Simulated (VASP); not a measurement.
# Ti (Fm-3m) in VASP: notebook

The runs below take Ti through single point, with r2SCAN.

All numbers are computed with VASP 6.6.1; they aren't measurements. Logs are shortened: lines on timing, memory, paths and dates and some standing lists are left out, and cuts for length are marked.

### 1 The cell of the first run

It takes space group Fm-3m (No. 225, cubic). Conventional cell: a = 3.695 Å, b = 3.695 Å, c = 3.695 Å, α = 90.00°, β = 90.00°, γ = 90.00°. Within 3.4 Å of Ti (site symmetry m-3m) lie 12 Ti at 2.61 Å.

This isn't the form of Ti at room conditions, which is hcp.

### 2 Single point, r2SCAN

Contents of POSCAR:

```
Ti
1.0
    0.0000000000      1.8474374170      1.8474374170
    1.8474374170      0.0000000000      1.8474374170
    1.8474374170      1.8474374170      0.0000000000
Ti
1
Direct
    0.0000000000      0.0000000000      0.0000000000
```

Contents of INCAR.step1:

```
SYSTEM = Ti
  PREC = Accurate
  ENCUT = 550
  ISMEAR = 1
  SIGMA = 0.05
  LREAL = .False.
  LASPH = .True.
  NELM = 120
  NBANDS = 12
  GGA = PE
  ALGO = Normal
  EDIFF = 1E-5
  LWAVE = .True.
  LCHARG = .False.
  GGA_COMPAT = .False.
```

Contents of INCAR.step2:

```
SYSTEM = Ti
  PREC = Accurate
  ENCUT = 550
  EDIFF = 1E-6
  ISMEAR = 1
  SIGMA = 0.05
  LREAL = .False.
  LASPH = .True.
  NELM = 120
  ALGO = Normal
  ISIF = 2
  LWAVE = .False.
  LCHARG = .True.
  METAGGA = R2SCAN
  LMIXTAU = .True.
  LELF = .True.
  LVHAR = .True.
  NBANDS = 12
  ISTART = 1
  GGA_COMPAT = .False.
```

Contents of KPOINTS:

```
Automatic mesh
0
Gamma
  7 7 7
  0 0 0
```

Potentials or basis: VASP PAW PBE potentials, release 64 (Ti_sv).

On the command line:

```console
cat potpaw_PBE.64/Ti_sv/POTCAR > POTCAR
cp INCAR.step1 INCAR
mpirun -np 1 vasp_std > vasp.out
cp INCAR.step2 INCAR
mpirun -np 1 vasp_std > vasp.out
```

OUTCAR:

```text
SYSTEM = Ti
   PREC = Accurate
   ENCUT = 550
   EDIFF = 1E-6
   ISMEAR = 1
   LREAL = .False.
   LASPH = .True.
   NELM = 120
   ISIF = 2
   METAGGA = R2SCAN
   ISTART = 1

 ion  position               nearest neighbor table
   1  0.000  0.000  0.000-

  LATTYP: Found a face centered cubic cell.
 ALAT       =     3.6948748340

  Lattice vectors:

 A1 = (   0.0000000000,   1.8474374170,   1.8474374170)
 A2 = (   1.8474374170,   0.0000000000,   1.8474374170)
 A3 = (   1.8474374170,   1.8474374170,   0.0000000000)

Analysis of symmetry for initial positions (statically):
=====================================================================
 Subroutine PRICEL returns:
 Original cell was already a primitive cell.

 Routine SETGRP: Setting up the symmetry group for a
 face centered cubic supercell.

 Subroutine GETGRP returns: Found 48 space group operations
 (whereof 48 operations were pure point group operations)
 out of a pool of 48 trial point group operations.

The static configuration has the point symmetry O_h .

Analysis of symmetry for dynamics (positions and initial velocities):
=====================================================================
 Subroutine PRICEL returns:
 Original cell was already a primitive cell.

 Routine SETGRP: Setting up the symmetry group for a
 face centered cubic supercell.

 Subroutine GETGRP returns: Found 48 space group operations
 (whereof 48 operations were pure point group operations)
 out of a pool of 48 trial point group operations.

The dynamic configuration has the point symmetry O_h .

 Subroutine INISYM returns: Found 48 space group operations
 (whereof 48 operations are pure point group operations),
 and found     1 'primitive' translations

----------------------------------------------------------------------------------------

                                     Primitive cell

  volume of cell :      12.6107

  direct lattice vectors                    reciprocal lattice vectors
     0.000000000  1.847437417  1.847437417    -0.270645163  0.270645163  0.270645163
     1.847437417  0.000000000  1.847437417     0.270645163 -0.270645163  0.270645163
     1.847437417  1.847437417  0.000000000     0.270645163  0.270645163 -0.270645163

  length of vectors
     2.612671051  2.612671051  2.612671051     0.468771172  0.468771172  0.468771172

  position of ions in fractional coordinates (direct lattice)
     0.000000000  0.000000000  0.000000000

  ion indices of the primitive-cell ions
   primitive index   ion index
                 1           1

----------------------------------------------------------------------------------------
[... 76 lines left out ...]
   NELECT =      12.0000    total number of electrons
   NUPDOWN=      -1.0000    fix difference up-down
   EMIN   =  10.00;   EMAX   =-10.00  energy-range for DOS
   EFERMI =   0.00;   METHOD = LEGACY
   ISMEAR =     1;   SIGMA  =   0.05  broadening in eV -4-tet -1-fermi 0-gaus
   EFERMI_NEDOS =   21; number of points for ismear=-14 and -15
   IALGO  =     38    algorithm
   IMIX   =      4    mixing-type and parameters
     AMIX     =   0.40;   BMIX     =  1.00
     AMIX_MAG =   1.60;   BMIX_MAG =  1.00
  volume/ion in A,a.u.               =      12.61        85.10
  Fermi-wavevector in a.u.,A,eV,Ry     =   1.610233  3.042900 35.277890  2.592852
  Thomas-Fermi vector in A             =   2.705816
   LORBIT       =      0    0 simple, 1 ext, 2 COOP (PROOUT), +10 PAW based schemes
   METAGGA = R2SCAN    functional components
   LHFCALC =     F    Hartree Fock is set to
   AEXX    =    0.0000 exact exchange contribution
   IVDW    =     0    specifies the selected vdW correction
   LEPSILON=     F    determine dielectric tensor
   LRPA    =     F    only Hartree local field effects (RPA)
 non-spin polarized calculation
 Methfessel and Paxton  Order N= 1 SIGMA  =   0.05
  energy-cutoff  :      550.00
  volume of cell :       12.61
 maximum number of plane-waves:       378
   NGX =  9   NGY =  9   NGZ =  9

 number of electron      12.0000000 magnetization

 Free energy of the ion-electron system (eV)
  ---------------------------------------------------
  ext. energy  EPLUGINS =         0.00000000
  ---------------------------------------------------
  free energy    TOTEN  =       -12.13441050 eV

  energy without entropy =      -12.13279261  energy(sigma->0) =      -12.13387121

 E-fermi :  12.1868     XC(G=0): -14.1636

 val. band max:       12.1813068765   @ k =   0.2857   0.0000   0.0000
 cond. band min:      12.1983699086   @ k =  -0.4286   0.2857   0.1429
 fundamental gap:      0.0170630321
 Fermi energy:        12.1868446772

 k-point     1 :       0.0000    0.0000    0.0000
  band No.  band energies     occupation
      1     -46.5220      2.00000
      2     -20.6758      2.00000
      3     -20.6758      2.00000
      4     -20.6758      2.00000
      5       5.2575      2.00000
      6      13.2641      0.00000
      7      13.2641      0.00000
      8      13.2641      0.00000
      9      15.9199      0.00000
     10      15.9199      0.00000
     11      29.6828      0.00000
     12      36.3492      0.00000
[... 271 lines left out ...]
 k-point    20 :      -0.2857    0.4286    0.1429
  band No.  band energies     occupation
      1     -45.9449      2.00000
      2     -21.9397      2.00000
      3     -21.8326      2.00000
      4     -21.2426      2.00000
      5       9.7174      2.00000
      6      10.9389      2.00000
      7      12.2708     -0.03887
      8      15.3813      0.00000
      9      17.5977      0.00000
     10      23.5853      0.00000
     11      24.1442      0.00000
     12      27.2575      0.00000

------------------------ aborting loop because EDIFF is reached ----------------------------------------

  FORCE on cell =-STRESS in cart. coord.  units (eV):
  Direction    XX          YY          ZZ          XY          YZ          ZX
  --------------------------------------------------------------------------------------
  -------------------------------------------------------------------------------------
  Total        4.8164152      4.8164152      4.8164152      0.0000000     -0.0000000      0.0000000
  in kB      611.9209142    611.9209142    611.9209142      0.0000000     -0.0000000      0.0000000
  external PRESSURE =     611.9209142 kB  Pullay stress =       0.0000000 kB

 VOLUME and BASIS-vectors are now :
 -----------------------------------------------------------------------------
  energy-cutoff  :      550.00
  volume of cell :       12.61
      direct lattice vectors                 reciprocal lattice vectors
     0.000000000  1.847437417  1.847437417    -0.270645163  0.270645163  0.270645163
     1.847437417  0.000000000  1.847437417     0.270645163 -0.270645163  0.270645163
     1.847437417  1.847437417  0.000000000     0.270645163  0.270645163 -0.270645163

 POSITION                                       TOTAL-FORCE (eV/Angst)
 -----------------------------------------------------------------------------------
      0.00000      0.00000      0.00000        -0.000000     -0.000000     -0.000000
 -----------------------------------------------------------------------------------
    total drift:                                0.000000      0.000000      0.000000

  FREE ENERGIE OF THE ION-ELECTRON SYSTEM (eV)
  ---------------------------------------------------
  free  energy   TOTEN  =       -12.1344105020 eV

  energy  without entropy=      -12.1327926134  energy(sigma->0) =      -12.13387121
```

OSZICAR.step1:

```text
N       E                     dE             d eps       ncg     rms          rms(c)
DAV:   1     0.853952630422E+02    0.85395E+02   -0.69496E+03   488   0.135E+03
DAV:   2    -0.361329067263E+01   -0.89009E+02   -0.86053E+02   496   0.301E+02
DAV:   3    -0.744957688141E+01   -0.38363E+01   -0.37916E+01   640   0.623E+01
DAV:   4    -0.753249252331E+01   -0.82916E-01   -0.82897E-01   532   0.806E+00
DAV:   5    -0.753451706942E+01   -0.20245E-02   -0.20245E-02   560   0.990E-01    0.124E+01
DAV:   6    -0.702769783195E+01    0.50682E+00   -0.10799E+00   516   0.165E+01    0.445E+00
DAV:   7    -0.704379389508E+01   -0.16096E-01   -0.13000E-01   596   0.491E+00    0.182E+00
DAV:   8    -0.707198187706E+01   -0.28188E-01   -0.69583E-02   504   0.285E+00    0.165E-01
DAV:   9    -0.707223174536E+01   -0.24987E-03   -0.70859E-03   564   0.832E-01    0.140E-01
DAV:  10    -0.707242869431E+01   -0.19695E-03   -0.71075E-04   508   0.274E-01    0.342E-02
DAV:  11    -0.707239445144E+01    0.34243E-04   -0.46100E-05   560   0.100E-01    0.547E-03
DAV:  12    -0.707239341906E+01    0.10324E-05   -0.10025E-06   276   0.106E-02
   1 F= -.70723934E+01 E0= -.70717220E+01  d E =-.201412E-02
```

Run time: 16 s. Hardware: 1 thread of Intel Xeon Platinum 8488C (Sapphire Rapids), shared host; peak memory 0.12 GiB.

Results:

- Free energy: -12.1344 eV
- Pressure: 61.2 GPa
- Band gap on the k mesh: zero (bands 6 and 7 overlap by 1.42 eV)

Caveat: the k points lie up to 0.42 Å⁻¹ apart, too coarse for converged energies and pressures of a metal; the PAW data sets were made with another functional, which shifts forces and pressure a little.

### 3 Single point, r2SCAN

This run uses another cell than the first one, of 13.63 Å³/atom.

Contents of POSCAR:

```
Ti
1.0
    0.0000000000      1.8959127723      1.8959127723
    1.8959127723      0.0000000000      1.8959127723
    1.8959127723      1.8959127723      0.0000000000
Ti
1
Direct
    0.0000000000      0.0000000000      0.0000000000
```

Contents of INCAR.step1:

```
PREC = Accurate
ENCUT = 550
ISMEAR = 1
SIGMA = 0.05
LREAL = False
LASPH = True
NELM = 120
NBANDS = 12
GGA = PE
ALGO = Normal
EDIFF = 1E-5
LWAVE = True
LCHARG = False
GGA_COMPAT = False
```

Contents of INCAR.step2:

```
PREC = Accurate
ENCUT = 550
EDIFF = 1E-6
ISMEAR = 1
SIGMA = 0.05
LREAL = False
LASPH = True
NELM = 120
ALGO = Normal
ISIF = 2
LWAVE = False
LCHARG = False
METAGGA = R2SCAN
LMIXTAU = True
NBANDS = 12
ISTART = 1
GGA_COMPAT = False
```

Contents of KPOINTS:

```
regular mesh
0
Gamma
  7 7 7
```

Potentials or basis: VASP PAW PBE potentials, release 64 (Ti_sv).

On the command line:

```console
cat potpaw_PBE.64/Ti_sv/POTCAR > POTCAR
cp INCAR.step1 INCAR
mpirun -np 1 vasp_std > vasp.out
cp INCAR.step2 INCAR
mpirun -np 1 vasp_std > vasp.out
```

Wall time 17 s (1 thread of Intel Xeon Platinum 8488C (Sapphire Rapids), shared host); peak memory 0.14 GiB.

Results (log left out):

* Free energy: -12.4561 eV
* Pressure: 40.8 GPa
* Band gap on the k mesh: zero (bands 6 and 7 overlap by 1.41 eV)

Levels at points of the mesh, in eV from the Fermi level:
```
           k point  band 4  band 5  band 6  band 7  band 8  band 9
(0.00, 0.00, 0.00)  -33.09   -6.87    1.11    1.11    1.11    3.53
```

Caveat: the k points lie up to 0.41 Å⁻¹ apart, too coarse for converged energies and pressures of a metal; the PAW data sets were made with another functional, which shifts forces and pressure a little.

### 4 Single point, r2SCAN

This run uses another cell than the first one, of 15.11 Å³/atom.

Contents of POSCAR:

```
Ti
1.0
    0.0000000000      1.9622351771      1.9622351771
    1.9622351771      0.0000000000      1.9622351771
    1.9622351771      1.9622351771      0.0000000000
Ti
1
Direct
    0.0000000000      0.0000000000      0.0000000000
```

Contents of INCAR.step1:

```
ALGO = Normal
EDIFF = 1E-5
ENCUT = 550
GGA = PE
GGA_COMPAT = F
ISMEAR = 1
LASPH = T
LCHARG = F
LREAL = F
LWAVE = T
NBANDS = 12
NELM = 120
PREC = Accurate
SIGMA = 0.05
```

Contents of INCAR.step2:

```
ALGO = Normal
EDIFF = 1E-6
ENCUT = 550
GGA_COMPAT = F
ISIF = 2
ISMEAR = 1
ISTART = 1
LASPH = T
LCHARG = T
LELF = T
LMIXTAU = T
LREAL = F
LVHAR = T
LWAVE = F
METAGGA = R2SCAN
NBANDS = 12
NELM = 120
PREC = Accurate
SIGMA = 0.05
```

Contents of KPOINTS:

```
k-points
0
Gamma
  7 7 7
```

On the command line:

```console
cat potpaw_PBE.64/Ti_sv/POTCAR > POTCAR
cp INCAR.step1 INCAR
mpirun -np 1 vasp_std > vasp.out
cp INCAR.step2 INCAR
mpirun -np 1 vasp_std > vasp.out
```

It took 19 s on 1 thread of Intel Xeon Platinum 8488C (Sapphire Rapids), shared host; peak memory 0.14 GiB.

It converged, with:

```
Free energy            : -12.7338 eV
Pressure               : 20.6 GPa
Band gap on the k mesh : zero (bands 6 and 7 overlap by 1.36 eV)
```

Levels at points of the mesh, in eV from the Fermi level:
```
           k point  band 2  band 3  band 4  band 5  band 6  band 7  band 8  band 9  band 10  band 11
(0.00, 0.00, 0.00)  -33.42  -33.42  -33.42   -6.74    1.08    1.08    1.08    3.21     3.21    16.53
```

Caveat: the k points lie up to 0.40 Å⁻¹ apart, too coarse for converged energies and pressures of a metal; the PAW data sets were made with another functional, which shifts forces and pressure a little.

### 5 Single point, r2SCAN

This run uses another cell than the first one, of 17.40 Å³/atom.

Contents of POSCAR:

```
Ti
1.0
    0.0000000000      2.0568480121      2.0568480121
    2.0568480121      0.0000000000      2.0568480121
    2.0568480121      2.0568480121      0.0000000000
Ti
1
Direct
    0.0000000000      0.0000000000      0.0000000000
```

Contents of INCAR.step1:

```
  PREC = Accurate
  ENCUT = 550
  ISMEAR = 1
  SIGMA = 0.05
  LREAL = F
  LASPH = T
  NELM = 120
  NBANDS = 12
  GGA = PE
  ALGO = Normal
  EDIFF = 1E-5
  LWAVE = T
  LCHARG = F
  GGA_COMPAT = F
```

Contents of INCAR.step2:

```
  PREC = Accurate
  ENCUT = 550
  EDIFF = 1E-6
  ISMEAR = 1
  SIGMA = 0.05
  LREAL = F
  LASPH = T
  NELM = 120
  ALGO = Normal
  ISIF = 2
  LWAVE = F
  LCHARG = F
  METAGGA = R2SCAN
  LMIXTAU = T
  NBANDS = 12
  ISTART = 1
  GGA_COMPAT = F
```

Contents of KPOINTS:

```
Automatic mesh
0
Gamma
  7 7 7
```

Potentials or basis: VASP PAW PBE potentials, release 64 (Ti_sv).

On the command line:

```console
cat potpaw_PBE.64/Ti_sv/POTCAR > POTCAR
cp INCAR.step1 INCAR
mpirun -np 1 vasp_std > vasp.out
cp INCAR.step2 INCAR
mpirun -np 1 vasp_std > vasp.out
```

OUTCAR:

```text
PREC = Accurate
   ENCUT = 550
   EDIFF = 1E-6
   ISMEAR = 1
   LREAL = F
   LASPH = T
   NELM = 120
   ISIF = 2
   METAGGA = R2SCAN
   ISTART = 1

 ion  position               nearest neighbor table
   1  0.000  0.000  0.000-

  LATTYP: Found a face centered cubic cell.
 ALAT       =     4.1136960242

  Lattice vectors:

 A1 = (   0.0000000000,   2.0568480121,   2.0568480121)
 A2 = (   2.0568480121,   0.0000000000,   2.0568480121)
 A3 = (   2.0568480121,   2.0568480121,   0.0000000000)

Analysis of symmetry for initial positions (statically):
=====================================================================
 Subroutine PRICEL returns:
 Original cell was already a primitive cell.

 Routine SETGRP: Setting up the symmetry group for a
 face centered cubic supercell.

 Subroutine GETGRP returns: Found 48 space group operations
 (whereof 48 operations were pure point group operations)
 out of a pool of 48 trial point group operations.

The static configuration has the point symmetry O_h .

Analysis of symmetry for dynamics (positions and initial velocities):
[... 159 lines left out ...]

 k-point     1 :       0.0000    0.0000    0.0000
  band No.  band energies     occupation
      1     -50.8560      2.00000
      2     -25.6606      2.00000
      3     -25.6606      2.00000
      4     -25.6606      2.00000
      5       1.7443      2.00000
      6       9.2000     -0.00000
      7       9.2001     -0.00000
      8       9.2001     -0.00000
      9      10.9978      0.00000
     10      10.9978      0.00000
     11      23.9791      0.00000
     12      28.8572      0.00000
[... 271 lines left out ...]
 k-point    20 :      -0.2857    0.4286    0.1429
  band No.  band energies     occupation
      1     -50.6902      2.00000
      2     -26.1340      2.00000
      3     -26.0923      2.00000
      4     -25.8761      2.00000
      5       6.7202      2.00000
      6       7.3303      2.00000
      7       8.1675      1.96456
      8      10.6647      0.00000
      9      12.0083      0.00000
     10      16.2228      0.00000
     11      16.5463      0.00000
     12      19.1657      0.00000

------------------------ aborting loop because EDIFF is reached ----------------------------------------

  FORCE on cell =-STRESS in cart. coord.  units (eV):
  Direction    XX          YY          ZZ          XY          YZ          ZX
  --------------------------------------------------------------------------------------
  -------------------------------------------------------------------------------------
  Total        0.0468279      0.0468279      0.0468279      0.0000000      0.0000000      0.0000000
  in kB        4.3110071      4.3110071      4.3110071      0.0000000      0.0000000      0.0000000
  external PRESSURE =       4.3110071 kB  Pullay stress =       0.0000000 kB

 VOLUME and BASIS-vectors are now :
 -----------------------------------------------------------------------------
  energy-cutoff  :      550.00
  volume of cell :       17.40
      direct lattice vectors                 reciprocal lattice vectors
     0.000000000  2.056848012  2.056848012    -0.243090397  0.243090397  0.243090397
     2.056848012  0.000000000  2.056848012     0.243090397 -0.243090397  0.243090397
     2.056848012  2.056848012  0.000000000     0.243090397  0.243090397 -0.243090397

 POSITION                                       TOTAL-FORCE (eV/Angst)
 -----------------------------------------------------------------------------------
      0.00000      0.00000      0.00000        -0.000000     -0.000000      0.000000
 -----------------------------------------------------------------------------------
    total drift:                                0.000000      0.000000      0.000000

  FREE ENERGIE OF THE ION-ELECTRON SYSTEM (eV)
  ---------------------------------------------------
  free  energy   TOTEN  =       -12.8725607250 eV

  energy  without entropy=      -12.8723958748  energy(sigma->0) =      -12.87250577
```

Run time: 18 s. Hardware: 1 thread of Intel Xeon Platinum 8488C (Sapphire Rapids), shared host; peak memory 0.14 GiB.

What came out:

```
Free energy            : -12.8726 eV
Pressure               : 0.4 GPa
Band gap on the k mesh : zero (bands 6 and 7 overlap by 1.24 eV)
```

Levels at points of the mesh, in eV from the Fermi level:
| k point | band 4 | band 5 | band 6 | band 7 | band 8 | band 9 |
| --- | --- | --- | --- | --- | --- | --- |
| (0.00, 0.00, 0.00) | -33.87 | -6.46 | 0.99 | 0.99 | 0.99 | 2.79 |

Caveat: the k points lie up to 0.38 Å⁻¹ apart, too coarse for converged energies and pressures of a metal; the PAW data sets were made with another functional, which shifts forces and pressure a little.

### 6 Summary

```tsv
cell	gap on the mesh (eV)	pressure (GPa)
a = 2.613 Å, angles 60.0°, 1 atom	none	61.2
a = 2.681 Å, angles 60.0°, 1 atom	none	40.8
a = 2.775 Å, angles 60.0°, 1 atom	none	20.6
a = 2.909 Å, angles 60.0°, 1 atom	none	0.4
```

Alike in all rows: task single point; level r2SCAN; potentials or basis VASP PAW PBE potentials, release 64 (Ti_sv); no spin polarisation; k mesh 7 × 7 × 7; cutoff (eV) 550; smearing methfessel-paxton 0.05 eV.

Caveats: all runs use coarse meshes; the PAW data sets were made with another functional, which shifts forces and pressure a little.

Total energies depend on the potentials used, so only differences within one code and one set of settings carry meaning.
